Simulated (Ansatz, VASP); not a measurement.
AlGa2As3 in VASP and in Ansatz

File INCAR:

```
SYSTEM = AlGa2As3
PREC = Accurate
ENCUT = 510
EDIFF = 1E-7
ISMEAR = 0
SIGMA = 0.1
LREAL = .False.
LASPH = .True.
NELM = 120
ALGO = Normal
ISIF = 3
LWAVE = .False.
LCHARG = .False.
GGA = PE
IBRION = 2
NSW = 90
EDIFFG = -0.04
GGA_COMPAT = .False.
NELMIN = 4
```

KPOINTS

```
Automatic mesh
0
Gamma
  6 6 2
  0 0 0
```

File POSCAR:

```
AlGa2As3
1.0
    3.3972629700      0.0000000000      0.0000000000
    0.0000000000      3.3972629700      0.0000000000
    0.0000000000      0.0000000000     10.2856732900
Al Ga As
1 2 3
Direct
    0.5000000000      0.5000000000      0.0000000000
    0.5000000000      0.5000000000      0.3248246900
    0.5000000000      0.5000000000      0.6751753100
    0.0000000000      0.0000000000      0.8390681100
    0.0000000000      0.0000000000      0.1609318900
    0.0000000000      0.0000000000      0.5000000000
```

Input for Ansatz:

```yaml
crystal:
  lattice:
    - [3.39726297, 0.0, 0.0]
    - [0.0, 3.39726297, 0.0]
    - [0.0, 0.0, 10.28567329]
  atoms:
    - { symbol: Al, position: [0.5, 0.5, 0.0] }
    - { symbol: Ga, position: [0.5, 0.5, 0.32482469] }
    - { symbol: Ga, position: [0.5, 0.5, 0.67517531] }
    - { symbol: As, position: [0.0, 0.0, 0.83906811] }
    - { symbol: As, position: [0.0, 0.0, 0.16093189] }
    - { symbol: As, position: [0.0, 0.0, 0.5] }
basis:
  ecutwfc: 420
kpoints:
  mp_grid: { grid: [6, 6, 2] }
hamiltonian:
  xc: pbe
scf:
  occupations: { method: gaussian, width: 0.1 }
  lower_state_search: "off"
output:
  forces: true
  stress: true
  eigenvalues: true
relax:
  adjacent_minimum: "off"
  f_tol: 0.04
  max_steps: 70
  cell: { stress_tol: 0.4 }
```

Change from the starting cell: species swapped into the Li3Tl2Cd type (P4/mmm, No. 123).

Alike in both runs: task relaxation of cell and atoms; functional PBE; k mesh 6 × 6 × 2; occupations gaussian, width 0.1 eV; no spin polarisation.

|  | VASP | Ansatz |
| --- | --- | --- |
| version | VASP 6.6.1 | Ansatz 0.2.0 |
| potentials or method | VASP PAW PBE potentials, release 64 (Al, Ga_d, As_d), cutoff 510 eV | scalar-relativistic, plane waves, PAW |
| valence electrons in the cell | 74 | 74 |

```csv
,VASP,Ansatz,Ansatz less VASP
"gap on the k mesh at the Fermi level, each at its own relaxed structure (eV)",none,none,-
relaxed volume (Å³/atom),21.09,20.33,-0.764
relaxed length of the cell vector where the two differ most in proportion (Å),11.293,11.083,-0.2101
```

A gap of «none» marks a metal or a gap that the smearing closes.
